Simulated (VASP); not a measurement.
# Ga (R-3m) in VASP: further runs

Runs on Ga. Level: r2SCAN. Tasks: electric field gradients.

Program: VASP 6.6.1. These are calculated values, not measurements. Logs are shortened: lines on timing, memory, paths and dates and some standing lists are left out, and cuts for length are marked.

## (1) The cell of the first run

The structure is trigonal, space group R-3m (No. 166). The conventional cell has a = 4.065 Å, b = 4.065 Å, c = 9.957 Å, α = 90.00°, β = 90.00°, γ = 120.00°. Ga (site symmetry 3m) has 4 Ga at 2.42 to 2.74 Å within 3.2 Å.

## (2) Electric field gradients, r2SCAN (shortest bond scaled by 1.1)

File POSCAR:

```
Ga
1.0
    0.0000000000      2.8744485395      2.8744485395
    2.8744485395      0.0000000000      2.8744485395
    2.8744485395      2.8744485395      0.0000000000
Ga
2
Direct
   -0.0875000000     -0.1375000000     -0.1375000000
    0.0875000000      0.1375000000      0.1375000000
```

File INCAR.step1:

```
PREC = Accurate
ENCUT = 520
ISMEAR = -1
SIGMA = 0.05
LREAL = F
LASPH = T
NELM = 80
NBANDS = 20
GGA = PE
ALGO = Normal
EDIFF = 1E-4
LWAVE = T
LCHARG = F
```

File INCAR.step2:

```
PREC = Accurate
ENCUT = 520
EDIFF = 1E-8
ISMEAR = -1
SIGMA = 0.05
LREAL = F
LASPH = T
NELM = 80
ALGO = Normal
ISIF = 2
LWAVE = F
LCHARG = F
METAGGA = R2SCAN
LMIXTAU = T
LEFG = T
NBANDS = 20
ISTART = 1
```

File KPOINTS:

```
regular mesh
0
Gamma
  9 9 9
```

Potentials or basis: VASP PAW PBE potentials, release 64 (Ga_d).

On the command line:

```bash
$ cat potpaw_PBE.64/Ga_d/POTCAR > POTCAR
$ cp INCAR.step1 INCAR
$ mpirun -np 1 vasp_std > vasp.out
$ cp INCAR.step2 INCAR
$ mpirun -np 1 vasp_std > vasp.out
```

OUTCAR:

```text
PREC = Accurate
   ENCUT = 520
   EDIFF = 1E-8
   ISMEAR = -1
   LREAL = F
   LASPH = T
   NELM = 80
   ISIF = 2
   METAGGA = R2SCAN
   ISTART = 1

 ion  position               nearest neighbor table
   1  0.913  0.862  0.862-   2 2.42   2 2.42   2 2.42   2 2.74
   2  0.087  0.138  0.138-   1 2.42   1 2.42   1 2.42   1 2.74

  LATTYP: Found a face centered cubic cell.
 ALAT       =     5.7488970790

  Lattice vectors:

 A1 = (   0.0000000000,   2.8744485395,   2.8744485395)
 A2 = (   2.8744485395,   0.0000000000,   2.8744485395)
 A3 = (   2.8744485395,   2.8744485395,   0.0000000000)

Analysis of symmetry for initial positions (statically):
=====================================================================
 Subroutine PRICEL returns:
 Original cell was already a primitive cell.

 Routine SETGRP: Setting up the symmetry group for a
 face centered cubic supercell.

 Subroutine GETGRP returns: Found 12 space group operations
 (whereof  4 operations were pure point group operations)
 out of a pool of 48 trial point group operations.

The static configuration has the point symmetry C_2h.
 The point group associated with its full space group is D_3d.

Analysis of symmetry for dynamics (positions and initial velocities):
=====================================================================
 Subroutine PRICEL returns:
 Original cell was already a primitive cell.

 Routine SETGRP: Setting up the symmetry group for a
 face centered cubic supercell.

 Subroutine GETGRP returns: Found 12 space group operations
 (whereof  4 operations were pure point group operations)
 out of a pool of 48 trial point group operations.

The dynamic configuration has the point symmetry C_2h.
 The point group associated with its full space group is D_3d.

 Subroutine INISYM returns: Found 12 space group operations
 (whereof  4 operations are pure point group operations),
 and found     1 'primitive' translations

----------------------------------------------------------------------------------------

                                     Primitive cell

  volume of cell :      47.5000

  direct lattice vectors                    reciprocal lattice vectors
     0.000000000  2.874448539  2.874448539    -0.173946409  0.173946409  0.173946409
     2.874448539  0.000000000  2.874448539     0.173946409 -0.173946409  0.173946409
     2.874448539  2.874448539  0.000000000     0.173946409  0.173946409 -0.173946409

  length of vectors
     4.065084109  4.065084109  4.065084109     0.301284017  0.301284017  0.301284017

  position of ions in fractional coordinates (direct lattice)
     0.912500000  0.862500000  0.862500000
     0.087500000  0.137500000  0.137500000

  ion indices of the primitive-cell ions
   primitive index   ion index
                 1           1
                 2           2

----------------------------------------------------------------------------------------

 KPOINTS: regular mesh

Automatic generation of k-mesh.
 Grid dimensions read from file:
 generate k-points for:    9    9    9

 Generating k-lattice:

  Cartesian coordinates                     Fractional coordinates (reciprocal lattice)
    -0.019327379  0.019327379  0.019327379     0.111111111  0.000000000  0.000000000
     0.019327379 -0.019327379  0.019327379     0.000000000  0.111111111  0.000000000
     0.019327379  0.019327379 -0.019327379     0.000000000  0.000000000  0.111111111

  Length of vectors
     0.033476002  0.033476002  0.033476002

  Shift w.r.t. Gamma in fractional coordinates (k-lattice)
     0.000000000  0.000000000  0.000000000

 Subroutine IBZKPT returns following result:
 ===========================================

 Found     85 irreducible k-points:

 Following reciprocal coordinates:
            Coordinates               Weight
  0.000000  0.000000  0.000000      1.000000
  0.111111  0.000000  0.000000      2.000000
  0.000000  0.111111  0.000000      6.000000
  0.222222  0.000000  0.000000      2.000000
  0.000000  0.222222  0.000000      6.000000
  0.333333  0.000000  0.000000      2.000000
[... 16 lines left out ...]
 -0.333333  0.111111  0.000000      6.000000
  0.000000 -0.333333  0.111111     12.000000
 [... further k-points ...]
   k-points           NKPTS =     85   k-points in BZ     NKDIM =     85   number of bands    NBANDS=     20
   number of dos      NEDOS =    301   number of ions     NIONS =      2
   total plane-waves  NPLWV =  27000
   dimension x,y,z NGX =    30 NGY =   30 NGZ =   30
   dimension x,y,z NGXF=    60 NGYF=   60 NGZF=   60
   ions per type =               2
   NGX,Y,Z   is equivalent  to a cutoff of  12.27, 12.27, 12.27 a.u.
   NGXF,Y,Z  is equivalent  to a cutoff of  24.54, 24.54, 24.54 a.u.
 SYSTEM =  unknown system
   PREC   = accura    normal or accurate (medium, high low for compatibility)
   ISTART =      1    job   : 0-new  1-cont  2-samecut
   ICHARG =      0    charge: 1-file 2-atom 10-const
   ISPIN  =      1    spin polarized calculation?
   LNONCOLLINEAR =      F non collinear calculations
   LSORBIT =      F    spin-orbit coupling
   LASPH  =      T    aspherical Exc in radial PAW
   ENCUT  =  520.0 eV  38.22 Ry    6.18 a.u.   7.56  7.56  7.56*2*pi/ulx,y,z
   NELM   =     80;   NELMIN=  2; NELMDL=  0     # of ELM steps
   EDIFF  = 0.1E-07   stopping-criterion for ELM
   LREAL  =      F    real-space projection
   EDIFFG = 0.1E-06   stopping-criterion for IOM
   NSW    =      0    number of steps for IOM
   IBRION =     -1    ionic relax: 0-MD 1-quasi-New 2-CG
   NFREE  =      0    steps in history (QN), initial steepest desc. (CG)
   ISIF   =      2    stress and relaxation
   ISYM   =      2    0-nonsym 1-usesym 2-fastsym
   POTIM  = 0.5000    time-step for ionic-motion
   TEBEG  =    0.0;   TEEND  =   0.0 temperature during run
   PSTRESS=    0.0 pullay stress
   NELECT =      26.0000    total number of electrons
   NUPDOWN=      -1.0000    fix difference up-down
   EMIN   =  10.00;   EMAX   =-10.00  energy-range for DOS
   EFERMI =   0.00;   METHOD = LEGACY
   ISMEAR =    -1;   SIGMA  =   0.05  broadening in eV -4-tet -1-fermi 0-gaus
   EFERMI_NEDOS =   21; number of points for ismear=-14 and -15
   IALGO  =     38    algorithm
   IMIX   =      4    mixing-type and parameters
     AMIX     =   0.40;   BMIX     =  1.00
     AMIX_MAG =   1.60;   BMIX_MAG =  1.00
  volume/ion in A,a.u.               =      23.75       160.27
  Fermi-wavevector in a.u.,A,eV,Ry     =   1.339167  2.530659 24.400257  1.793368
  Thomas-Fermi vector in A             =   2.467580
   LORBIT       =      0    0 simple, 1 ext, 2 COOP (PROOUT), +10 PAW based schemes
   METAGGA = R2SCAN    functional components
   LHFCALC =     F    Hartree Fock is set to
   AEXX    =    0.0000 exact exchange contribution
   IVDW    =     0    specifies the selected vdW correction
   LEPSILON=     F    determine dielectric tensor
   LRPA    =     F    only Hartree local field effects (RPA)
 non-spin polarized calculation
  energy-cutoff  :      520.00
  volume of cell :       47.50
 maximum number of plane-waves:      1299
   NGX = 15   NGY = 15   NGZ = 15

 number of electron      26.0000002 magnetization

 Free energy of the ion-electron system (eV)
  ---------------------------------------------------
  ext. energy  EPLUGINS =         0.00000000
  ---------------------------------------------------
  free energy    TOTEN  =       -22.17089243 eV

  energy without entropy =      -22.15764821  energy(sigma->0) =      -22.16427032

 E-fermi :   2.8500     XC(G=0): -10.4444

 val. band max:        2.8495377882   @ k =   0.3333   0.2222   0.1111
 cond. band min:       2.8568001458   @ k =   0.2222   0.1111   0.0000
 fundamental gap:      0.0072623576
 Fermi energy:         2.8500473764

 k-point     1 :       0.0000    0.0000    0.0000
  band No.  band energies     occupation
      1     -12.4521      2.00000
      2     -12.4521      2.00000
      3     -12.4509      2.00000
      4     -12.4013      2.00000
      5     -12.4013      2.00000
      6     -12.0397      2.00000
[... 12 lines left out ...]
     19      11.5371      0.00000
     20      14.7302      0.00000

 k-point     2 :       0.1111    0.0000    0.0000
  band No.  band energies     occupation
      1     -12.4548      2.00000
      2     -12.4548      2.00000
      3     -12.4404      2.00000
      4     -12.3932      2.00000
      5     -12.3932      2.00000
      6     -12.0529      2.00000
[... 12 lines left out ...]
     19      12.4388      0.00000
     20      13.8286      0.00000
[... 465 lines left out ...]
      3     -12.3514      2.00000
      4     -12.3425      2.00000
      5     -12.3295      2.00000
      6     -12.1742      2.00000
[... 12 lines left out ...]
     19      13.9081      0.00000
     20      14.0716      0.00000

 k-point    24 :       0.0000   -0.3333    0.1111
  band No.  band energies     occupation
      1     -12.5608      2.00000
      2     -12.4869      2.00000
      3     -12.4777      2.00000
      4     -12.3472      2.00000
      5     -12.2745      2.00000
      6     -12.1334      2.00000
[... 12 lines left out ...]
     19      13.6911      0.00000
     20      13.8172      0.00000

 [... further k-points ...]
[... 5 lines left out ...]
  --------------------------------------------------------------------------------------
  -------------------------------------------------------------------------------------
  Total        0.4942519      0.4942519      0.4942519      0.9344145     -0.9344145      0.9344145
  in kB       16.6711396     16.6711396     16.6711396     31.5178476    -31.5178476     31.5178476
  external PRESSURE =      16.6711396 kB  Pullay stress =       0.0000000 kB

 VOLUME and BASIS-vectors are now :
 -----------------------------------------------------------------------------
  energy-cutoff  :      520.00
  volume of cell :       47.50
      direct lattice vectors                 reciprocal lattice vectors
     0.000000000  2.874448539  2.874448539    -0.173946409  0.173946409  0.173946409
     2.874448539  0.000000000  2.874448539     0.173946409 -0.173946409  0.173946409
     2.874448539  2.874448539  0.000000000     0.173946409  0.173946409 -0.173946409

 POSITION                                       TOTAL-FORCE (eV/Angst)
 -----------------------------------------------------------------------------------
      4.95842      5.10215      5.10215         0.280128     -0.280128     -0.280128
      0.79047      0.64675      0.64675        -0.280128      0.280128      0.280128
 -----------------------------------------------------------------------------------
    total drift:                               -0.000000     -0.000000     -0.000000

  FREE ENERGIE OF THE ION-ELECTRON SYSTEM (eV)
  ---------------------------------------------------
  free  energy   TOTEN  =       -22.1708924259 eV

  energy  without entropy=      -22.1576482060  energy(sigma->0) =      -22.16427032

 Electric field gradients (V/A^2)
---------------------------------------------------------------------
 ion       V_xx      V_yy      V_zz      V_xy      V_xz      V_yz
---------------------------------------------------------------------
   1       0.000    -0.000    -0.000   -35.873   -35.873    35.876
   2       0.000    -0.000    -0.000   -35.873   -35.873    35.876
---------------------------------------------------------------------

 Electric field gradients after diagonalization (V/A^2)
 (convention: |V_zz| > |V_xx| > |V_yy|)
----------------------------------------------------------------------
 ion       V_xx      V_yy      V_zz     asymmetry (V_yy - V_xx)/ V_zz
----------------------------------------------------------------------
   1     -35.876   -35.872    71.747       0.000
   2     -35.876   -35.872    71.747       0.000
----------------------------------------------------------------------

           NMR quadrupolar parameters

 Cq : quadrupolar parameter    Cq=e*Q*V_zz/h
 eta: asymmetry parameters     (V_yy - V_xx)/ V_zz
 Q  : nuclear electric quadrupole moment in mb (millibarn)
----------------------------------------------------------------------
 ion       Cq(MHz)       eta       Q (mb)
----------------------------------------------------------------------
   1       0.173       0.000       1.000
   2       0.173       0.000       1.000
----------------------------------------------------------------------
```

Run time: 6.9 min. Hardware: 1 thread of AMD EPYC 7R13 (Zen 3), shared host; peak memory 0.18 GiB.

Results:

* Free energy: -22.1709 eV
* Pressure: 1.7 GPa
* Largest force: 0.485 eV/Å
* Band gap on the k mesh: zero (band 13 reaches 5.41 eV, above the bottom of band 14 at 1.55 eV)

Forces on the atoms (eV/Å):
```
Ga   0.280 -0.280 -0.280
Ga  -0.280  0.280  0.280
```

Stress tensor (GPa, compression positive):
```
 1.67  3.15  3.15
 3.15  1.67 -3.15
 3.15 -3.15  1.67
```

Levels at points of the mesh, in eV from the Fermi level:
```tsv
k point	band 11	band 12	band 13	band 14	band 15	band 16
(0.00, 0.00, 0.00)	-10.11	2.56	2.56	4.16	4.35	4.65
```

Electric field gradients, principal values (V/Å²):
| atom | least | middle | greatest (by size) |
| --- | --- | --- | --- |
| 1 Ga | -35.872 | -35.876 | 71.747 |
| 2 Ga | -35.872 | -35.876 | 71.747 |

Caveat: the cell differs from its parent crystal (shortest bond scaled by 1.1); without QUAD_EFG the Cq values of the log hold for a quadrupole moment of 1 mb, not for the nuclei; the PAW data sets were made with another functional, which shifts forces and pressure a little.

[end of part 1 of 3]
